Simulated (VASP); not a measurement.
# Re (P6_3/mmc) in VASP: further runs, part 2 of 2

VASP 6.6.1. The steps go on from the part before.

### Step 3. Electric field gradients, PBE (15.70 Å³/atom)

This run uses another cell than the first one, of 15.70 Å³/atom.

Contents of INCAR:

```
PREC = Accurate
ENCUT = 520
EDIFF = 1E-8
ISMEAR = -1
SIGMA = 0.08
LREAL = F
LASPH = T
NELM = 60
ALGO = Normal
ISIF = 2
LWAVE = F
LCHARG = F
GGA = PE
LEFG = T
NBANDS = 14
```

Contents of KPOINTS:

```
Automatic mesh
0
Gamma
  14 14 8
```

Contents of POSCAR:

```
Re
1.0
    2.8202692608      0.0000000000      0.0000000000
   -1.4101346304      2.4424248254      0.0000000000
    0.0000000000      0.0000000000      4.5594315230
Re
2
Direct
    0.3333333333      0.6666666667      0.2500000000
    0.6666666667      0.3333333333      0.7500000000
```

Potentials or basis: VASP PAW PBE potentials, release 64 (Re).

Started as:

```bash
$ cat potpaw_PBE.64/Re/POTCAR > POTCAR
$ mpirun -np 1 vasp_std > vasp.out
```

OUTCAR:

```text
PREC = Accurate
   ENCUT = 520
   EDIFF = 1E-8
   ISMEAR = -1
   LREAL = F
   LASPH = T
   NELM = 60
   ISIF = 2
   GGA = PE

 ion  position               nearest neighbor table
   1  0.333  0.667  0.250-   2 2.80   2 2.80   2 2.80   2 2.80   2 2.80   2 2.80
   2  0.667  0.333  0.750-   1 2.80   1 2.80   1 2.80   1 2.80   1 2.80   1 2.80

  LATTYP: Found a hexagonal cell.
 ALAT       =     2.8202692608
 C/A-ratio  =     1.6166653257

  Lattice vectors:

 A1 = (   2.8202692608,   0.0000000000,   0.0000000000)
 A2 = (  -1.4101346304,   2.4424248254,   0.0000000000)
 A3 = (   0.0000000000,   0.0000000000,   4.5594315230)

Analysis of symmetry for initial positions (statically):
=====================================================================
 Subroutine PRICEL returns:
 Original cell was already a primitive cell.

 Routine SETGRP: Setting up the symmetry group for a
 hexagonal supercell.

 Subroutine GETGRP returns: Found 24 space group operations
 (whereof 12 operations were pure point group operations)
 out of a pool of 24 trial point group operations.

The static configuration has the point symmetry D_3d.
 The point group associated with its full space group is D_6h.

Analysis of symmetry for dynamics (positions and initial velocities):
=====================================================================
 Subroutine PRICEL returns:
 Original cell was already a primitive cell.

 Routine SETGRP: Setting up the symmetry group for a
 hexagonal supercell.

 Subroutine GETGRP returns: Found 24 space group operations
 (whereof 12 operations were pure point group operations)
 out of a pool of 24 trial point group operations.

The dynamic configuration has the point symmetry D_3d.
 The point group associated with its full space group is D_6h.

 Subroutine INISYM returns: Found 24 space group operations
 (whereof 12 operations are pure point group operations),
 and found     1 'primitive' translations

----------------------------------------------------------------------------------------

                                     Primitive cell

  volume of cell :      31.4067

  direct lattice vectors                    reciprocal lattice vectors
     2.820269261  0.000000000  0.000000000     0.354576073  0.204714591  0.000000000
    -1.410134630  2.442424825  0.000000000     0.000000000  0.409429183  0.000000000
     0.000000000  0.000000000  4.559431523     0.000000000  0.000000000  0.219325588

  length of vectors
     2.820269261  2.820269261  4.559431523     0.409429183  0.409429183  0.219325588

  position of ions in fractional coordinates (direct lattice)
     0.333333333  0.666666667  0.250000000
     0.666666667  0.333333333  0.750000000

  ion indices of the primitive-cell ions
   primitive index   ion index
                 1           1
                 2           2

----------------------------------------------------------------------------------------

 KPOINTS: Automatic mesh

[... 80 lines left out ...]
   EMIN   =  10.00;   EMAX   =-10.00  energy-range for DOS
   EFERMI =   0.00;   METHOD = LEGACY
   ISMEAR =    -1;   SIGMA  =   0.08  broadening in eV -4-tet -1-fermi 0-gaus
   EFERMI_NEDOS =   21; number of points for ismear=-14 and -15
   IALGO  =     38    algorithm
   IMIX   =      4    mixing-type and parameters
     AMIX     =   0.40;   BMIX     =  1.00
     AMIX_MAG =   1.60;   BMIX_MAG =  1.00
  volume/ion in A,a.u.               =      15.70       105.97
  Fermi-wavevector in a.u.,A,eV,Ry     =   1.250576  2.363246 21.278693  1.563940
  Thomas-Fermi vector in A             =   2.384564
   LORBIT       =      0    0 simple, 1 ext, 2 COOP (PROOUT), +10 PAW based schemes
   GGA     = PE    functional components
   LHFCALC =     F    Hartree Fock is set to
   AEXX    =    0.0000 exact exchange contribution
   IVDW    =     0    specifies the selected vdW correction
   LEPSILON=     F    determine dielectric tensor
   LRPA    =     F    only Hartree local field effects (RPA)
 non-spin polarized calculation
  energy-cutoff  :      520.00
  volume of cell :       31.41
 maximum number of plane-waves:       860
 NGX is ok and might be reduce to    24
   NGX = 11   NGY = 11   NGZ = 17

 number of electron      14.0000000 magnetization

 Free energy of the ion-electron system (eV)
  ---------------------------------------------------
  ext. energy  EPLUGINS =         0.00000000
  ---------------------------------------------------
  free energy    TOTEN  =       -24.78819680 eV

  energy without entropy =      -24.75259412  energy(sigma->0) =      -24.77039546

 E-fermi :   7.0910     XC(G=0): -13.3741

 val. band max:        7.0804849898   @ k =   0.1429  -0.0000   0.0000
 cond. band min:       7.0925020121   @ k =   0.2143   0.1429   0.5000
 fundamental gap:      0.0120170222
 Fermi energy:         7.0910287661

 k-point     1 :       0.0000    0.0000    0.0000
  band No.  band energies     occupation
      1      -2.3152      2.00000
      2       0.9414      2.00000
      3       5.6636      2.00000
      4       5.6846      2.00000
      5       5.6846      2.00000
      6       6.4334      1.99946
      7       6.4334      1.99946
      8       7.2899      0.15368
      9       7.2899      0.15368
     10       7.5954      0.00365
     11      10.1697      0.00000
     12      10.1697      0.00000
     13      16.2537      0.00000
     14      21.1614      0.00000
[... 377 lines left out ...]
      1       2.3841      2.00000
      2       3.1318      2.00000
      3       3.3094      2.00000
      4       4.0385      2.00000
      5       5.0495      2.00000
      6       5.2899      2.00000
      7       7.0080      1.47683
      8       9.6614      0.00000
      9      10.1148      0.00000
     10      10.2957      0.00000
     11      13.2334      0.00000
     12      13.2965      0.00000
     13      15.0150      0.00000
     14      20.3275      0.00000

 [... further k-points ...]
[... 5 lines left out ...]
  --------------------------------------------------------------------------------------
  -------------------------------------------------------------------------------------
  Total       -3.2496613     -3.2496613     -3.3190715      0.0000000      0.0000000      0.0000000
  in kB     -165.7777336   -165.7777336   -169.3186163      0.0000000      0.0000000      0.0000000
  external PRESSURE =    -166.9580279 kB  Pullay stress =       0.0000000 kB

 VOLUME and BASIS-vectors are now :
 -----------------------------------------------------------------------------
  energy-cutoff  :      520.00
  volume of cell :       31.41
      direct lattice vectors                 reciprocal lattice vectors
     2.820269261  0.000000000  0.000000000     0.354576073  0.204714591  0.000000000
    -1.410134630  2.442424825  0.000000000     0.000000000  0.409429183  0.000000000
     0.000000000  0.000000000  4.559431523     0.000000000  0.000000000  0.219325588

 POSITION                                       TOTAL-FORCE (eV/Angst)
 -----------------------------------------------------------------------------------
     -0.00000      1.62828      1.13986        -0.000000     -0.000000      0.000000
      1.41013      0.81414      3.41957         0.000000      0.000000      0.000000
 -----------------------------------------------------------------------------------
    total drift:                               -0.000000      0.000000     -0.000000

  FREE ENERGIE OF THE ION-ELECTRON SYSTEM (eV)
  ---------------------------------------------------
  free  energy   TOTEN  =       -24.7881968011 eV

  energy  without entropy=      -24.7525941176  energy(sigma->0) =      -24.77039546

 Electric field gradients (V/A^2)
---------------------------------------------------------------------
 ion       V_xx      V_yy      V_zz      V_xy      V_xz      V_yz
---------------------------------------------------------------------
   1      32.506    32.506   -65.013    -0.000     0.000    -0.000
   2      32.506    32.506   -65.013    -0.000    -0.000     0.000
---------------------------------------------------------------------

 Electric field gradients after diagonalization (V/A^2)
 (convention: |V_zz| > |V_xx| > |V_yy|)
----------------------------------------------------------------------
 ion       V_xx      V_yy      V_zz     asymmetry (V_yy - V_xx)/ V_zz
----------------------------------------------------------------------
   1      32.507    32.506   -65.013       0.000
   2      32.507    32.506   -65.013       0.000
----------------------------------------------------------------------

           NMR quadrupolar parameters

 Cq : quadrupolar parameter    Cq=e*Q*V_zz/h
 eta: asymmetry parameters     (V_yy - V_xx)/ V_zz
 Q  : nuclear electric quadrupole moment in mb (millibarn)
----------------------------------------------------------------------
 ion       Cq(MHz)       eta       Q (mb)
----------------------------------------------------------------------
   1      -0.157       0.000       1.000
   2      -0.157       0.000       1.000
----------------------------------------------------------------------
```

OSZICAR:

```text
N       E                     dE             d eps       ncg     rms          rms(c)
DAV:   1     0.202727780870E+02    0.20273E+02   -0.67304E+03  6720   0.122E+03
DAV:   2    -0.251123927203E+02   -0.45385E+02   -0.39681E+02  5440   0.272E+02
DAV:   3    -0.262990911167E+02   -0.11867E+01   -0.11336E+01  5414   0.467E+01
DAV:   4    -0.263111768066E+02   -0.12086E-01   -0.12068E-01  5104   0.323E+00
DAV:   5    -0.263114323082E+02   -0.25550E-03   -0.25545E-03  5320   0.757E-01    0.377E+01
DAV:   6    -0.251508116827E+02    0.11606E+01   -0.10274E+00  5820   0.285E+01    0.138E+01
DAV:   7    -0.248043321103E+02    0.34648E+00   -0.57911E-01  5904   0.208E+01    0.909E-01
DAV:   8    -0.247887111635E+02    0.15621E-01   -0.12267E-02  6460   0.179E+00    0.353E-01
DAV:   9    -0.247881755461E+02    0.53562E-03   -0.32596E-04  6106   0.187E-01    0.466E-02
DAV:  10    -0.247881961839E+02   -0.20638E-04   -0.32573E-05  5412   0.438E-02    0.124E-02
DAV:  11    -0.247881979239E+02   -0.17399E-05   -0.10884E-06  6180   0.267E-02    0.240E-03
DAV:  12    -0.247881969298E+02    0.99404E-06   -0.83467E-08  5536   0.634E-03    0.469E-04
DAV:  13    -0.247881968781E+02    0.51737E-07   -0.18841E-09  2886   0.194E-03    0.218E-04
DAV:  14    -0.247881968053E+02    0.72786E-07   -0.33176E-09  2520   0.150E-03    0.628E-05
DAV:  15    -0.247881968011E+02    0.42071E-08   -0.17877E-09  2346   0.185E-03
   1 F= -.24788197E+02 E0= -.24770395E+02  d E =-.356027E-01
```

stdout:

```text
POSCAR found type information on POSCAR Re
 POSCAR found :  1 types and       2 ions
 scaLAPACK will be used
 LDA part: xc-table for (Slater+PW92), standard interpolation
 POSCAR, INCAR and KPOINTS ok, starting setup
 FFT: planning ... GRIDC
 FFT: planning ... GRID_SOFT
 FFT: planning ... GRID
 WAVECAR not read
 entering main loop
ion   1

ion   2
```

Run time: 21 s. Hardware: 1 thread of Intel Xeon 6975P-C (Granite Rapids), shared host; peak memory 0.18 GiB.

What came out:

- Free energy: -24.7882 eV
- Pressure: -16.7 GPa
- Band gap on the k mesh: zero (bands 7 and 8 overlap by 2.97 eV)
- Largest electric field gradient by atom: Re -65.0 V/Å²

Electric field gradients, principal values (V/Å²):
| atom | least | middle | greatest (by size) |
| --- | --- | --- | --- |
| 1 Re | 32.506 | 32.507 | -65.013 |
| 2 Re | 32.506 | 32.507 | -65.013 |

Caveat: the cell stands under tension; without QUAD_EFG the Cq values of the log hold for a quadrupole moment of 1 mb, not for the nuclei; spin-orbit coupling is left out, which moves the levels of the heavy elements.

### Step 4. Single point, PBE

This run uses another cell than the first one, of 14.96 Å³/atom.

Contents of POSCAR:

```
Re
1.0
    2.7747730912      0.0000000000      0.0000000000
   -1.3873865456      2.4030239867      0.0000000000
    0.0000000000      0.0000000000      4.4858794431
Re
2
Direct
    0.3333333333      0.6666666667      0.2500000000
    0.6666666667      0.3333333333      0.7500000000
```

Contents of INCAR.step1:

```
PREC = Accurate
ENCUT = 520
EDIFF = 1E-7
ISMEAR = -1
SIGMA = 0.08
LREAL = F
LASPH = T
NELM = 60
ALGO = Normal
ISIF = 2
LWAVE = F
LCHARG = T
LMAXMIX = 4
GGA = PE
NBANDS = 14
```

Contents of KPOINTS.step1:

```
regular mesh
0
Gamma
  14 14 8
```

Contents of INCAR.step2:

```
PREC = Accurate
ENCUT = 520
EDIFF = 1E-7
ISMEAR = -5
SIGMA = 0.08
LREAL = F
LASPH = T
NELM = 60
ALGO = Normal
ISIF = 2
LWAVE = F
LCHARG = F
LMAXMIX = 4
GGA = PE
LORBIT = 11
NEDOS = 2001
ICHARG = 11
```

Contents of KPOINTS.step2:

```
regular mesh
0
Gamma
  21 21 12
```

Started as:

```bash
$ cat potpaw_PBE.64/Re/POTCAR > POTCAR
$ cp INCAR.step1 INCAR
$ cp KPOINTS.step1 KPOINTS
$ mpirun -np 1 vasp_std > vasp.out
$ cp INCAR.step2 INCAR
$ cp KPOINTS.step2 KPOINTS
$ mpirun -np 1 vasp_std > vasp.out
```

Run time: 53 s. Hardware: 1 thread of Intel Xeon 6975P-C (Granite Rapids), shared host; peak memory 0.23 GiB.

The run converged. Its results:

* Valence electrons inside the program's atomic spheres: Re 6.09

Levels at points of the mesh, in eV from the Fermi level:
| k point | band 3 | band 4 | band 5 | band 6 | band 7 | band 8 | band 9 | band 10 | band 11 |
| --- | --- | --- | --- | --- | --- | --- | --- | --- | --- |
| (0.00, 0.00, 0.00) | -1.54 | -1.53 | -1.53 | -0.71 | -0.71 | 0.21 | 0.21 | 0.58 | 3.30 |
| (0.00, 0.00, 0.50) | -2.33 | -2.33 | -1.65 | -1.65 | -1.65 | -1.65 | 2.49 | 2.49 | 2.49 |

Caveat: spin-orbit coupling is left out, which moves the levels of the heavy elements.

### Step 5. Overview

| task | cell | k mesh for the DOS | occupations for the DOS | gap on the mesh (eV) | pressure (GPa) |
| --- | --- | --- | --- | --- | --- |
| electric field gradients | a = 2.798, b = 2.798, c = 4.523 Å, angles 90.0, 90.0, 120.0°, 2 atoms | - | - | none | -9.2 |
| electric field gradients | a = 2.820, b = 2.820, c = 4.559 Å, angles 90.0, 90.0, 120.0°, 2 atoms | - | - | none | -16.7 |
| single point | a = 2.775, b = 2.775, c = 4.486 Å, angles 90.0, 90.0, 120.0°, 2 atoms | 21 × 21 × 12 | tetrahedron | - | - |

Alike in all rows: level PBE; potentials or basis VASP PAW PBE potentials, release 64 (Re); no spin polarisation; k mesh 14 × 14 × 8; cutoff (eV) 520; smearing fermi-dirac 0.08 eV.

Caveats: spin-orbit coupling is left out, which moves the levels of the heavy elements; the cell stands under tension (at least some runs).

Total energies depend on the potentials used, so only differences within one code and one set of settings carry meaning.

The gap in the log of VASP goes by the Fermi energy; the results here count the filled bands.